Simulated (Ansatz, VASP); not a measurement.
AlNi in VASP and in Ansatz

```xyz
14
Lattice="2.8931 0.0000 0.0000 0.0000 4.0914 0.0000 0.0000 0.0000 27.2743" Properties=species:S:1:pos:R:3 pbc="T T T"
Al    0.0000    2.0457    7.5000
Al    0.0000    0.0000    9.5457
Al    0.0000    2.0457   11.5914
Al    0.0000    0.0000   13.6372
Al    0.0000    2.0457   15.6829
Al    0.0000    0.0000   17.7286
Al    0.0000    2.0457   19.7743
Ni    1.4465    0.0000    7.5000
Ni    1.4465    2.0457    9.5457
Ni    1.4465    0.0000   11.5914
Ni    1.4465    2.0457   13.6372
Ni    1.4465    0.0000   15.6829
Ni    1.4465    2.0457   17.7286
Ni    1.4465    0.0000   19.7743
```

Alike in both runs: task single point; functional PBE; k mesh 12 × 9 × 1; occupations gaussian, width 0.1 eV; no spin polarisation.

|  | VASP | Ansatz |
| --- | --- | --- |
| version | VASP 6.6.1 | Ansatz 0.2.0 |
| potentials or method | VASP PAW PBE potentials, release 64 (Al, Ni), cutoff 520 eV | scalar-relativistic, plane waves, PAW |
| valence electrons in the cell | 91 | 147 |

```csv
,VASP,Ansatz,Ansatz less VASP
gap on the k mesh at the Fermi level (eV),none,none,-
rms of the force components (eV/Å),0.189,0.194,+0.0048
```

A gap of «none» marks a metal or a gap that the smearing closes. VASP's potentials hold 91 valence electrons a cell and Ansatz's 147, so a difference there can come from the potentials and not from the codes.
